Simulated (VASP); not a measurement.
# TiAl3 (Cm) in VASP: single point with PBE

Aim: the single point of TiAl3 with PBE.

Program: VASP 6.6.1. These are calculated values, not measurements. Logs are shortened: lines on timing, memory, paths and dates and some standing lists are left out, and cuts for length are marked.

## 1. The cell of the first run

It takes space group Cm (No. 8, monoclinic). The conventional cell has a = 9.441 Å, b = 3.845 Å, c = 3.845 Å, α = 90.00°, β = 114.03°, γ = 90.00°. Ti (site symmetry m) has 12 Al at 2.72 to 3.01 Å within 3.6 Å. Within 3.6 Å of Al (site symmetry m) lie 4 Ti at 2.72 Å and 8 Al at 2.76 to 3.02 Å. Al (site symmetry m) has 8 Al at 2.72 to 3.02 Å and 4 Ti at 2.81 to 3.01 Å within 3.6 Å. Within 3.6 Å of Al (site symmetry m) lie 8 Al at 2.72 to 2.95 Å and 4 Ti at 2.77 to 2.97 Å.

## 2. Single point, PBE (atoms displaced along several vibrational modes)

Input file INCAR:

```
SYSTEM = TiAl3
PREC = Accurate
ENCUT = 520
EDIFF = 1E-6
ISMEAR = 0
SIGMA = 0.15
LREAL = .False.
LASPH = .True.
NELM = 100
ALGO = Fast
ISIF = 2
LWAVE = .False.
LCHARG = .False.
GGA = PE
NBANDS = 18
```

Input file KPOINTS:

```
regular mesh
0
Gamma
  14 14 14
  0 0 0
```

Input file POSCAR:

```
TiAl3
1.0
   -1.9225789803      1.9225789803      4.3111351100
    1.9225789803     -1.9225789803      4.3111351100
    1.9225789803      1.9225789803     -4.3111351100
Ti Al
1 3
Direct
    0.0030233561     -0.0129613401     -0.0159846962
    0.4944330207      0.4785794612     -0.0158535595
    0.7501016747      0.2722073986      0.5221057238
    0.2501016747      0.7722073986      0.5221057238
```

Potentials or basis: VASP PAW PBE potentials, release 64 (Ti_sv, Al).

Started as:

```
$ cat potpaw_PBE.64/Ti_sv/POTCAR potpaw_PBE.64/Al/POTCAR > POTCAR
$ mpirun -np 1 vasp_std > vasp.out
```

OUTCAR:

```text
SYSTEM = TiAl3
   PREC = Accurate
   ENCUT = 520
   EDIFF = 1E-6
   ISMEAR = 0
   LREAL = .False.
   LASPH = .True.
   NELM = 100
   ISIF = 2
   GGA = PE

 ion  position               nearest neighbor table
   1  0.003  0.987  0.984-   2 2.72   2 2.72   2 2.72   2 2.72   4 2.77   3 2.81   3 2.87   3 2.87
                             4 2.91   4 2.91   4 2.97   3 3.01
   2  0.494  0.479  0.984-   1 2.72   1 2.72   1 2.72   1 2.72   4 2.76   3 2.83   3 2.86   3 2.86
                             4 2.93   4 2.93   4 2.95   3 3.02
   3  0.750  0.272  0.522-   4 2.72   4 2.72   4 2.72   4 2.72   1 2.81   2 2.83   2 2.86   2 2.86
                             1 2.87   1 2.87   1 3.01   2 3.02
   4  0.250  0.772  0.522-   3 2.72   3 2.72   3 2.72   3 2.72   2 2.76   1 2.77   1 2.91   1 2.91
                             2 2.93   2 2.93   2 2.95   1 2.97

  LATTYP: Found a body centered tetragonal cell.
 ALAT       =     3.8451579606
 C/A-ratio  =     2.2423708748

  Lattice vectors:

 A1 = (  -1.9225789803,   1.9225789803,   4.3111351100)
 A2 = (   1.9225789803,  -1.9225789803,   4.3111351100)
 A3 = (   1.9225789803,   1.9225789803,  -4.3111351100)

Analysis of symmetry for initial positions (statically):
=====================================================================
 Subroutine PRICEL returns:
 Original cell was already a primitive cell.

 Routine SETGRP: Setting up the symmetry group for a
 body centered tetragonal supercell.

 Subroutine GETGRP returns: Found  2 space group operations
 (whereof  2 operations were pure point group operations)
 out of a pool of 16 trial point group operations.

The static configuration has the point symmetry C_1h.

Analysis of symmetry for dynamics (positions and initial velocities):
=====================================================================
 Subroutine PRICEL returns:
 Original cell was already a primitive cell.

 Routine SETGRP: Setting up the symmetry group for a
 body centered tetragonal supercell.

 Subroutine GETGRP returns: Found  2 space group operations
 (whereof  2 operations were pure point group operations)
 out of a pool of 16 trial point group operations.

The dynamic configuration has the point symmetry C_1h.

 Subroutine INISYM returns: Found  2 space group operations
 (whereof  2 operations are pure point group operations),
 and found     1 'primitive' translations

----------------------------------------------------------------------------------------

                                     Primitive cell

  volume of cell :      63.7412

  direct lattice vectors                    reciprocal lattice vectors
    -1.922578980  1.922578980  4.311135110     0.000000000  0.260067339  0.115978736
     1.922578980 -1.922578980  4.311135110     0.260067339  0.000000000  0.115978736
     1.922578980  1.922578980 -4.311135110     0.260067339  0.260067339  0.000000000

  length of vectors
     5.096911399  5.096911399  5.096911399     0.284756191  0.284756191  0.367790758

  position of ions in fractional coordinates (direct lattice)
     0.003023356  0.987038660  0.984015304
     0.494433021  0.478579461  0.984146440
     0.750101675  0.272207399  0.522105724
     0.250101675  0.772207399  0.522105724

  ion indices of the primitive-cell ions
   primitive index   ion index
                 1           1
                 2           2
                 3           3
                 4           4

----------------------------------------------------------------------------------------

 KPOINTS: regular mesh

Automatic generation of k-mesh.
 Grid dimensions read from file:
 generate k-points for:   14   14   14

 Generating k-lattice:

  Cartesian coordinates                     Fractional coordinates (reciprocal lattice)
     0.000000000  0.018576239  0.008284195     0.071428571  0.000000000  0.000000000
     0.018576239  0.000000000  0.008284195     0.000000000  0.071428571  0.000000000
     0.018576239  0.018576239  0.000000000     0.000000000  0.000000000  0.071428571

  Length of vectors
     0.020339728  0.020339728  0.026270768

  Shift w.r.t. Gamma in fractional coordinates (k-lattice)
     0.000000000  0.000000000  0.000000000

 Subroutine IBZKPT returns following result:
 ===========================================

 Found    744 irreducible k-points:

 Following reciprocal coordinates:
            Coordinates               Weight
  0.000000  0.000000  0.000000      1.000000
  0.071429  0.000000  0.000000      4.000000
  0.000000  0.071429  0.000000      2.000000
  0.071429  0.000000 -0.071429      2.000000
  0.142857  0.000000 -0.000000      4.000000
  0.000000  0.142857 -0.000000      2.000000
[... 16 lines left out ...]
  0.071429  0.071429 -0.000000      4.000000
  0.071429  0.071429 -0.142857      4.000000
 [... further k-points ...]
   k-points           NKPTS =    744   k-points in BZ     NKDIM =    744   number of bands    NBANDS=     18
   number of dos      NEDOS =    301   number of ions     NIONS =      4
   total plane-waves  NPLWV =  64000
   dimension x,y,z NGX =    40 NGY =   40 NGZ =   40
   dimension x,y,z NGXF=    80 NGYF=   80 NGZF=   80
   ions per type =               1   3
   NGX,Y,Z   is equivalent  to a cutoff of  13.05, 13.05, 13.05 a.u.
   NGXF,Y,Z  is equivalent  to a cutoff of  26.09, 26.09, 26.09 a.u.
 SYSTEM =  TiAl3
   PREC   = accura    normal or accurate (medium, high low for compatibility)
   ISTART =      0    job   : 0-new  1-cont  2-samecut
   ICHARG =      2    charge: 1-file 2-atom 10-const
   ISPIN  =      1    spin polarized calculation?
   LNONCOLLINEAR =      F non collinear calculations
   LSORBIT =      F    spin-orbit coupling
   LASPH  =      T    aspherical Exc in radial PAW
   ENCUT  =  520.0 eV  38.22 Ry    6.18 a.u.   9.48  9.48  9.48*2*pi/ulx,y,z
   NELM   =    100;   NELMIN=  2; NELMDL= -5     # of ELM steps
   EDIFF  = 0.1E-05   stopping-criterion for ELM
   LREAL  =      F    real-space projection
   EDIFFG = 0.1E-04   stopping-criterion for IOM
   NSW    =      0    number of steps for IOM
   IBRION =     -1    ionic relax: 0-MD 1-quasi-New 2-CG
   NFREE  =      0    steps in history (QN), initial steepest desc. (CG)
   ISIF   =      2    stress and relaxation
   ISYM   =      2    0-nonsym 1-usesym 2-fastsym
   POTIM  = 0.5000    time-step for ionic-motion
   TEBEG  =    0.0;   TEEND  =   0.0 temperature during run
   PSTRESS=    0.0 pullay stress
   NELECT =      21.0000    total number of electrons
   NUPDOWN=      -1.0000    fix difference up-down
   EMIN   =  10.00;   EMAX   =-10.00  energy-range for DOS
   EFERMI =   0.00;   METHOD = LEGACY
   ISMEAR =     0;   SIGMA  =   0.15  broadening in eV -4-tet -1-fermi 0-gaus
   EFERMI_NEDOS =   21; number of points for ismear=-14 and -15
   IALGO  =     68    algorithm
   IMIX   =      4    mixing-type and parameters
     AMIX     =   0.40;   BMIX     =  1.00
     AMIX_MAG =   1.60;   BMIX_MAG =  1.00
  volume/ion in A,a.u.               =      15.94       107.54
  Fermi-wavevector in a.u.,A,eV,Ry     =   1.130684  2.136683 17.394319  1.278446
  Thomas-Fermi vector in A             =   2.267381
   LORBIT       =      0    0 simple, 1 ext, 2 COOP (PROOUT), +10 PAW based schemes
   GGA     = PE    functional components
   LHFCALC =     F    Hartree Fock is set to
   AEXX    =    0.0000 exact exchange contribution
   IVDW    =     0    specifies the selected vdW correction
   LEPSILON=     F    determine dielectric tensor
   LRPA    =     F    only Hartree local field effects (RPA)
 non-spin polarized calculation
 RMM-DIIS sequential band-by-band and
 Gauss-broadening in eV      SIGMA  =   0.15
  energy-cutoff  :      520.00
  volume of cell :       63.74
 maximum number of plane-waves:      1746
 NGX is ok and might be reduce to    40
   NGX = 19   NGY = 19   NGZ = 19

 number of electron      20.9999999 magnetization

 Free energy of the ion-electron system (eV)
  ---------------------------------------------------
  ext. energy  EPLUGINS =         0.00000000
  ---------------------------------------------------
  free energy    TOTEN  =       -20.60393894 eV

  energy without entropy =      -20.58416975  energy(sigma->0) =      -20.59405434

 E-fermi :   8.1733     XC(G=0): -10.7162

 val. band max:        8.1714702698   @ k =  -0.3571  -0.3571  -0.3571
 cond. band min:       8.1758957072   @ k =  -0.2143  -0.2143   0.0714
 fundamental gap:      0.0044254375
 Fermi energy:         8.1732941227

 k-point     1 :       0.0000    0.0000    0.0000
  band No.  band energies     occupation
      1     -48.3271      2.00000
      2     -24.6411      2.00000
      3     -24.6392      2.00000
      4     -24.5621      2.00000
      5      -1.8603      2.00000
      6       5.3069      2.00000
[... 10 lines left out ...]
     17      11.9138      0.00000
     18      12.0273      0.00000

 k-point     2 :       0.0714    0.0000    0.0000
  band No.  band energies     occupation
      1     -48.3270      2.00000
      2     -24.6410      2.00000
      3     -24.6404      2.00000
      4     -24.5620      2.00000
      5      -1.7973      2.00000
      6       5.0024      2.00000
[... 10 lines left out ...]
     17      12.0489      0.00000
     18      12.2959      0.00000

 k-point     3 :       0.0000    0.0714    0.0000
  band No.  band energies     occupation
      1     -48.3270      2.00000
      2     -24.6423      2.00000
      3     -24.6391      2.00000
      4     -24.5620      2.00000
      5      -1.7973      2.00000
      6       5.0022      2.00000
[... 10 lines left out ...]
     17      11.9311      0.00000
     18      12.3791      0.00000

 k-point     4 :       0.0714    0.0000   -0.0714
  band No.  band energies     occupation
      1     -48.3270      2.00000
      2     -24.6423      2.00000
      3     -24.6391      2.00000
      4     -24.5620      2.00000
      5      -1.7973      2.00000
      6       5.0022      2.00000
[... 375 lines left out ...]
      4     -24.5609      2.00000
      5       0.8694      2.00000
      6       1.2487      2.00000
[... 10 lines left out ...]
     17      12.6225      0.00000
     18      13.6780      0.00000

 k-point    23 :       0.0714    0.0714   -0.0000
  band No.  band energies     occupation
      1     -48.3270      2.00000
      2     -24.6423      2.00000
      3     -24.6403      2.00000
      4     -24.5620      2.00000
      5      -1.7140      2.00000
      6       4.6107      2.00000
[... 10 lines left out ...]
     17      12.2525      0.00000
     18      12.5166      0.00000

 k-point    24 :       0.0714    0.0714   -0.1429
  band No.  band energies     occupation
      1     -48.3270      2.00000
      2     -24.6423      2.00000
      3     -24.6403      2.00000
      4     -24.5620      2.00000
      5      -1.7140      2.00000
      6       4.6106      2.00000
[... 10 lines left out ...]
     17      12.2487      0.00000
     18      12.5200      0.00000

 [... further k-points ...]

------------------------ aborting loop because EDIFF is reached ----------------------------------------

  FORCE on cell =-STRESS in cart. coord.  units (eV):
  Direction    XX          YY          ZZ          XY          YZ          ZX
  --------------------------------------------------------------------------------------
  -------------------------------------------------------------------------------------
  Total        0.1924831     -0.0091329      0.3114321      0.0000000      0.0000000      0.0326618
  in kB        4.8381919     -0.2295619      7.8280568      0.0000000      0.0000000      0.8209761
  external PRESSURE =       4.1455623 kB  Pullay stress =       0.0000000 kB

 VOLUME and BASIS-vectors are now :
 -----------------------------------------------------------------------------
  energy-cutoff  :      520.00
  volume of cell :       63.74
      direct lattice vectors                 reciprocal lattice vectors
    -1.922578980  1.922578980  4.311135110     0.000000000  0.260067339  0.115978736
     1.922578980 -1.922578980  4.311135110     0.260067339  0.000000000  0.115978736
     1.922578980  1.922578980 -4.311135110     0.260067339  0.260067339  0.000000000

 POSITION                                       TOTAL-FORCE (eV/Angst)
 -----------------------------------------------------------------------------------
      3.78369      0.00000      0.02607         0.527019      0.000000     -0.182541
      1.86162      1.92258     -0.04800         0.298526      0.000000      0.193629
      0.08500      1.92258      2.15644        -0.363678      0.000000     -0.011616
      2.00758     -0.00000      2.15644        -0.461867     -0.000000      0.000527
 -----------------------------------------------------------------------------------
    total drift:                                0.000187     -0.000000      0.000024

  FREE ENERGIE OF THE ION-ELECTRON SYSTEM (eV)
  ---------------------------------------------------
  free  energy   TOTEN  =       -20.6039389355 eV

  energy  without entropy=      -20.5841697523  energy(sigma->0) =      -20.59405434
```

Run time: 22 min. Hardware: 1 thread of Intel Xeon 6975P-C (Granite Rapids), shared host; peak memory 0.89 GiB.

What came out:

```
Free energy            : -20.6039 eV
Pressure               : 0.4 GPa
Largest force          : 0.558 eV/Å
Band gap on the k mesh : zero (an odd number of electrons rules out a gap without spin polarisation)
```

Forces in eV/Å, atoms in the order of the input:
```
Ti   0.527  0.000 -0.183
Al   0.299  0.000  0.194
Al  -0.364  0.000 -0.012
Al  -0.462  0.000  0.001
```

Stress tensor (GPa, compression positive):
```
 0.48  0.00  0.08
 0.00 -0.02  0.00
 0.08  0.00  0.78
```

Caveat: the cell differs from its parent crystal (atoms displaced along several vibrational modes).
